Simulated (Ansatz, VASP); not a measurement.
## KF: VASP beside Ansatz

```
CELL_PARAMETERS angstrom
0.11389 2.69438 2.69438
2.69438 0.11389 2.69438
2.69438 2.69438 0.11389
ATOMIC_POSITIONS crystal
K 0.00000 0.00000 0.00000
F 0.50000 0.50000 0.50000
```

Alike in both runs: task single point; functional PBE; k mesh 8 × 8 × 8; occupations gaussian, width 0.05 eV; no spin polarisation.

```csv
,VASP,Ansatz
version,VASP 6.6.1,Ansatz 0.2.0
potentials or method,"VASP PAW PBE potentials, release 64 (K_sv, F), cutoff 520 eV","scalar-relativistic, plane waves, PAW"
valence electrons in the cell,16,16
```

|  | VASP | Ansatz | Ansatz less VASP |
| --- | --- | --- | --- |
| gap on the k mesh at the Fermi level (eV) | 6.34 | 6.35 | +0.017 |
| least direct gap on the mesh (eV) | 6.34 | 6.35 | +0.017 |
| pressure (GPa) | 2.9 | 2.9 | -0.07 |
| traceless stress, the component that is largest in VASP (GPa) | -0.61 | -0.62 | -0.009 |

The functional is the same, so the differences come from potentials, cutoffs and numerics.
